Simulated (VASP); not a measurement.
# BaTiO3 (Amm2) in VASP: single point with r2SCAN

Aim: the single point of BaTiO3 with r2SCAN.

Program: VASP 6.6.1. These are calculated values, not measurements. Logs are shortened: lines on timing, memory, paths and dates and some standing lists are left out, and cuts for length are marked.

## Step 1: The cell of the first run

The structure is orthorhombic, space group Amm2 (No. 38). The conventional cell has a = 3.994 Å, b = 5.648 Å, c = 5.648 Å, α = 90.00°, β = 90.00°, γ = 90.00°. Ba (site symmetry mm2) has 12 O at 2.68 to 2.96 Å and 8 Ti at 3.46 Å within 3.5 Å. Ti (site symmetry mm2) has 6 O at 2.00 Å within 2.6 Å. O (site symmetry mm2) has 2 Ti at 2.00 Å and 4 Ba at 2.68 to 2.96 Å and 8 O at 2.76 to 2.90 Å within 3.0 Å. Within 2.6 Å of O (site symmetry m) lie 2 Ti at 2.00 Å.

## Step 2: Single point, r2SCAN (atom 3 (O) moved +0.140 Å towards its neighbour atom 1 (Ba) at 2.824 Å)

The input, POSCAR:

```
BaTiO3
1.0
    3.9940382582      0.0000000000      0.0000000000
    0.0000000000      3.9940382582      0.0000000000
    0.0000000000      0.0000000000      3.9940382582
Ba Ti O
1 1 3
Direct
    0.5000000000      0.5000000000      0.5000000000
    0.0000000000      0.0000000000      0.0000000000
    0.5000000000     -0.0247856788     -0.0247856788
    0.0000000000      0.5000000000      0.0000000000
    0.0000000000      0.0000000000      0.5000000000
```

The input, INCAR.step1:

```
SYSTEM = BaTiO3
  PREC = Accurate
  ENCUT = 520
  ISMEAR = 0
  SIGMA = 0.05
  LREAL = .False.
  LASPH = .True.
  NELM = 80
  NBANDS = 28
  GGA = PE
  ALGO = Normal
  EDIFF = 1E-4
  LWAVE = .True.
  LCHARG = .False.
```

The input, INCAR.step2:

```
SYSTEM = BaTiO3
  PREC = Accurate
  ENCUT = 520
  EDIFF = 1E-7
  ISMEAR = 0
  SIGMA = 0.05
  LREAL = .False.
  LASPH = .True.
  NELM = 80
  ALGO = Normal
  ISIF = 2
  LWAVE = .False.
  LCHARG = .False.
  METAGGA = R2SCAN
  LMIXTAU = .True.
  NBANDS = 28
  ISTART = 1
```

The input, KPOINTS:

```
Automatic mesh
0
Gamma
  8 8 8
  0 0 0
```

Potentials or basis: VASP PAW PBE potentials, release 64 (Ba_sv, Ti_sv, O).

Started as:

```
$ cat potpaw_PBE.64/Ba_sv/POTCAR potpaw_PBE.64/Ti_sv/POTCAR potpaw_PBE.64/O/POTCAR > POTCAR
$ cp INCAR.step1 INCAR
$ mpirun -np 1 vasp_std > vasp.out
$ cp INCAR.step2 INCAR
$ mpirun -np 1 vasp_std > vasp.out
```

OUTCAR:

```text
SYSTEM = BaTiO3
   PREC = Accurate
   ENCUT = 520
   EDIFF = 1E-7
   ISMEAR = 0
   LREAL = .False.
   LASPH = .True.
   NELM = 80
   ISIF = 2
   METAGGA = R2SCAN
   ISTART = 1

 ion  position               nearest neighbor table
   1  0.500  0.500  0.500-   3 2.68   4 2.82   5 2.82   4 2.82   5 2.82   4 2.82   5 2.82   4 2.82
                             5 2.82   3 2.83   3 2.83   3 2.96   2 3.46   2 3.46   2 3.46   2 3.46
   2  0.000  0.000  0.000-   4 2.00   5 2.00   5 2.00   4 2.00   3 2.00   3 2.00   1 3.46   1 3.46
                             1 3.46   1 3.46   1 3.46   1 3.46   1 3.46   1 3.46
   3  0.500  0.975  0.975-   2 2.00   2 2.00   1 2.68   1 2.83   1 2.83   1 2.96
   4  0.000  0.500  0.000-   2 2.00   2 2.00   1 2.82   1 2.82   1 2.82   1 2.82
   5  0.000  0.000  0.500-   2 2.00   2 2.00   1 2.82   1 2.82   1 2.82   1 2.82

  LATTYP: Found a simple cubic cell.
 ALAT       =     3.9940382582

  Lattice vectors:

 A1 = (   3.9940382582,   0.0000000000,   0.0000000000)
 A2 = (   0.0000000000,   3.9940382582,   0.0000000000)
 A3 = (   0.0000000000,   0.0000000000,   3.9940382582)

Analysis of symmetry for initial positions (statically):
=====================================================================
 Subroutine PRICEL returns:
 Original cell was already a primitive cell.

 Routine SETGRP: Setting up the symmetry group for a
 simple cubic supercell.

 Subroutine GETGRP returns: Found  4 space group operations
 (whereof  4 operations were pure point group operations)
 out of a pool of 48 trial point group operations.

The static configuration has the point symmetry C_2v.

Analysis of symmetry for dynamics (positions and initial velocities):
=====================================================================
 Subroutine PRICEL returns:
 Original cell was already a primitive cell.

 Routine SETGRP: Setting up the symmetry group for a
 simple cubic supercell.

 Subroutine GETGRP returns: Found  4 space group operations
 (whereof  4 operations were pure point group operations)
 out of a pool of 48 trial point group operations.

The dynamic configuration has the point symmetry C_2v.

 Subroutine INISYM returns: Found  4 space group operations
 (whereof  4 operations are pure point group operations),
 and found     1 'primitive' translations

----------------------------------------------------------------------------------------

                                     Primitive cell

  volume of cell :      63.7143

  direct lattice vectors                    reciprocal lattice vectors
     3.994038258  0.000000000  0.000000000     0.250373165  0.000000000  0.000000000
     0.000000000  3.994038258  0.000000000     0.000000000  0.250373165  0.000000000
     0.000000000  0.000000000  3.994038258     0.000000000  0.000000000  0.250373165

  length of vectors
     3.994038258  3.994038258  3.994038258     0.250373165  0.250373165  0.250373165

  position of ions in fractional coordinates (direct lattice)
     0.500000000  0.500000000  0.500000000
     0.000000000  0.000000000  0.000000000
     0.500000000  0.975214321  0.975214321
     0.000000000  0.500000000  0.000000000
     0.000000000  0.000000000  0.500000000

  ion indices of the primitive-cell ions
   primitive index   ion index
                 1           1
                 2           2
                 3           3
                 4           4
                 5           5

----------------------------------------------------------------------------------------

 KPOINTS: Automatic mesh

Automatic generation of k-mesh.
 Grid dimensions read from file:
 generate k-points for:    8    8    8

 Generating k-lattice:

  Cartesian coordinates                     Fractional coordinates (reciprocal lattice)
     0.031296646  0.000000000  0.000000000     0.125000000  0.000000000  0.000000000
     0.000000000  0.031296646  0.000000000     0.000000000  0.125000000  0.000000000
     0.000000000  0.000000000  0.031296646     0.000000000  0.000000000  0.125000000

  Length of vectors
     0.031296646  0.031296646  0.031296646

  Shift w.r.t. Gamma in fractional coordinates (k-lattice)
     0.000000000  0.000000000  0.000000000

 Subroutine IBZKPT returns following result:
 ===========================================

 Found    105 irreducible k-points:

 Following reciprocal coordinates:
            Coordinates               Weight
  0.000000  0.000000  0.000000      1.000000
  0.125000  0.000000  0.000000      2.000000
  0.000000  0.125000  0.000000      4.000000
  0.250000  0.000000  0.000000      2.000000
  0.000000  0.250000  0.000000      4.000000
  0.375000  0.000000  0.000000      2.000000
[... 16 lines left out ...]
  0.125000  0.000000  0.500000      4.000000
  0.250000  0.250000  0.000000      8.000000
 [... further k-points ...]
   k-points           NKPTS =    105   k-points in BZ     NKDIM =    105   number of bands    NBANDS=     28
   number of dos      NEDOS =    301   number of ions     NIONS =      5
   total plane-waves  NPLWV =  27000
   dimension x,y,z NGX =    30 NGY =   30 NGZ =   30
   dimension x,y,z NGXF=    60 NGYF=   60 NGZF=   60
   ions per type =               1   1   3
   NGX,Y,Z   is equivalent  to a cutoff of  12.49, 12.49, 12.49 a.u.
   NGXF,Y,Z  is equivalent  to a cutoff of  24.97, 24.97, 24.97 a.u.
 SYSTEM =  BaTiO3
   PREC   = accura    normal or accurate (medium, high low for compatibility)
   ISTART =      1    job   : 0-new  1-cont  2-samecut
   ICHARG =      0    charge: 1-file 2-atom 10-const
   ISPIN  =      1    spin polarized calculation?
   LNONCOLLINEAR =      F non collinear calculations
   LSORBIT =      F    spin-orbit coupling
   LASPH  =      T    aspherical Exc in radial PAW
   ENCUT  =  520.0 eV  38.22 Ry    6.18 a.u.   7.43  7.43  7.43*2*pi/ulx,y,z
   NELM   =     80;   NELMIN=  2; NELMDL=  0     # of ELM steps
   EDIFF  = 0.1E-06   stopping-criterion for ELM
   LREAL  =      F    real-space projection
   EDIFFG = 0.1E-05   stopping-criterion for IOM
   NSW    =      0    number of steps for IOM
   IBRION =     -1    ionic relax: 0-MD 1-quasi-New 2-CG
   NFREE  =      0    steps in history (QN), initial steepest desc. (CG)
   ISIF   =      2    stress and relaxation
   ISYM   =      2    0-nonsym 1-usesym 2-fastsym
   POTIM  = 0.5000    time-step for ionic-motion
   TEBEG  =    0.0;   TEEND  =   0.0 temperature during run
   PSTRESS=    0.0 pullay stress
   NELECT =      40.0000    total number of electrons
   NUPDOWN=      -1.0000    fix difference up-down
   EMIN   =  10.00;   EMAX   =-10.00  energy-range for DOS
   EFERMI =   0.00;   METHOD = LEGACY
   ISMEAR =     0;   SIGMA  =   0.05  broadening in eV -4-tet -1-fermi 0-gaus
   EFERMI_NEDOS =   21; number of points for ismear=-14 and -15
   IALGO  =     38    algorithm
   IMIX   =      4    mixing-type and parameters
     AMIX     =   0.40;   BMIX     =  1.00
     AMIX_MAG =   1.60;   BMIX_MAG =  1.00
  volume/ion in A,a.u.               =      12.74        85.99
  Fermi-wavevector in a.u.,A,eV,Ry     =   1.401789  2.648997 26.735612  1.965012
  Thomas-Fermi vector in A             =   2.524615
   LORBIT       =      0    0 simple, 1 ext, 2 COOP (PROOUT), +10 PAW based schemes
   METAGGA = R2SCAN    functional components
   LHFCALC =     F    Hartree Fock is set to
   AEXX    =    0.0000 exact exchange contribution
   IVDW    =     0    specifies the selected vdW correction
   LEPSILON=     F    determine dielectric tensor
   LRPA    =     F    only Hartree local field effects (RPA)
 non-spin polarized calculation
 Gauss-broadening in eV      SIGMA  =   0.05
  energy-cutoff  :      520.00
  volume of cell :       63.71
 maximum number of plane-waves:      1747
 NGX is ok and might be reduce to    30
   NGX = 15   NGY = 15   NGZ = 15

 number of electron      39.9999983 magnetization

 Free energy of the ion-electron system (eV)
  ---------------------------------------------------
  ext. energy  EPLUGINS =         0.00000000
  ---------------------------------------------------
  free energy    TOTEN  =       -74.16923520 eV

  energy without entropy =      -74.16923520  energy(sigma->0) =      -74.16923520

 E-fermi :   3.9706     XC(G=0): -11.9550

 val. band max:        3.5972701866   @ k =   0.5000   0.5000   0.5000
 cond. band min:       5.7244818895   @ k =   0.0000   0.0000   0.0000
 fundamental gap:      2.1272117029
 Fermi energy:         3.9705982406

 k-point     1 :       0.0000    0.0000    0.0000
  band No.  band energies     occupation
      1     -55.2818      2.00000
      2     -30.4436      2.00000
      3     -30.4424      2.00000
      4     -30.4417      2.00000
      5     -21.8630      2.00000
      6     -14.2966      2.00000
[... 20 lines left out ...]
     27       9.2474      0.00000
     28      11.9284      0.00000

 k-point     2 :       0.1250    0.0000    0.0000
  band No.  band energies     occupation
      1     -55.2816      2.00000
      2     -30.4505      2.00000
      3     -30.4433      2.00000
      4     -30.4421      2.00000
      5     -21.8438      2.00000
      6     -14.3064      2.00000
[... 20 lines left out ...]
     27       9.5415      0.00000
     28      12.3021      0.00000

 k-point     3 :       0.0000    0.1250    0.0000
  band No.  band energies     occupation
      1     -55.2816      2.00000
      2     -30.4519      2.00000
      3     -30.4427      2.00000
      4     -30.4415      2.00000
      5     -21.8437      2.00000
      6     -14.3055      2.00000
[... 20 lines left out ...]
     27       9.5623      0.00000
     28      12.3021      0.00000

 k-point     4 :       0.2500    0.0000    0.0000
  band No.  band energies     occupation
      1     -55.2812      2.00000
      2     -30.4713      2.00000
      3     -30.4426      2.00000
      4     -30.4414      2.00000
      5     -21.7966      2.00000
      6     -14.3769      2.00000
[... 578 lines left out ...]
     27      12.1686      0.00000
     28      12.7470      0.00000

 k-point    23 :       0.1250    0.0000    0.5000
  band No.  band energies     occupation
      1     -55.2804      2.00000
      2     -30.5022      2.00000
      3     -30.4482      2.00000
      4     -30.4406      2.00000
      5     -21.7152      2.00000
      6     -14.4701      2.00000
[... 20 lines left out ...]
     27      12.1722      0.00000
     28      12.7470      0.00000

 k-point    24 :       0.2500    0.2500    0.0000
  band No.  band energies     occupation
      1     -55.2806      2.00000
      2     -30.4720      2.00000
      3     -30.4695      2.00000
      4     -30.4410      2.00000
      5     -21.7418      2.00000
      6     -14.2756      2.00000
[... 20 lines left out ...]
     27      11.4711      0.00000
     28      12.9633      0.00000

 [... further k-points ...]
[... 5 lines left out ...]
  --------------------------------------------------------------------------------------
  -------------------------------------------------------------------------------------
  Total        0.7466719      0.8837446      0.8837446      0.0000000      0.0731573      0.0000000
  in kB       18.7760273     22.2228978     22.2228978      0.0000000      1.8396339      0.0000000
  external PRESSURE =      21.0739410 kB  Pullay stress =       0.0000000 kB

 VOLUME and BASIS-vectors are now :
 -----------------------------------------------------------------------------
  energy-cutoff  :      520.00
  volume of cell :       63.71
      direct lattice vectors                 reciprocal lattice vectors
     3.994038258  0.000000000  0.000000000     0.250373165  0.000000000  0.000000000
     0.000000000  3.994038258  0.000000000     0.000000000  0.250373165  0.000000000
     0.000000000  0.000000000  3.994038258     0.000000000  0.000000000  0.250373165

 POSITION                                       TOTAL-FORCE (eV/Angst)
 -----------------------------------------------------------------------------------
      1.99702      1.99702      1.99702         0.000000     -0.131669     -0.131669
      0.00000      0.00000      0.00000         0.000000     -0.088006     -0.088006
      1.99702      3.89504      3.89504         0.000000      0.627062      0.627062
      0.00000      1.99702      0.00000         0.000000     -0.467134      0.059747
      0.00000      0.00000      1.99702         0.000000      0.059747     -0.467134
 -----------------------------------------------------------------------------------
    total drift:                               -0.000000      0.000878      0.000878

  FREE ENERGIE OF THE ION-ELECTRON SYSTEM (eV)
  ---------------------------------------------------
  free  energy   TOTEN  =       -74.1692352018 eV

  energy  without entropy=      -74.1692352018  energy(sigma->0) =      -74.16923520
```

Run time: 8.4 min. Hardware: 1 thread of AMD EPYC 9R14 (Zen 4), shared host; peak memory 0.28 GiB.

What came out:

| Property | Result |
| --- | --- |
| Free energy | -74.1692 eV |
| Pressure | 2.1 GPa |
| Largest force | 0.887 eV/Å |
| Band gap on the k mesh | 2.13 eV (least direct gap 2.30 eV) |

Forces in eV/Å, atoms in the order of the input:
```
Ba   0.000 -0.132 -0.132
Ti   0.000 -0.088 -0.088
O    0.000  0.627  0.627
O    0.000 -0.467  0.060
O    0.000  0.060 -0.467
```

Caveat: the cell differs from its parent crystal (atom 3 (O) moved +0.140 Å towards its neighbour atom 1 (Ba) at 2.824 Å); the PAW data sets were made with another functional, which shifts forces and pressure a little; spin-orbit coupling is left out, which moves the levels of the heavy elements.
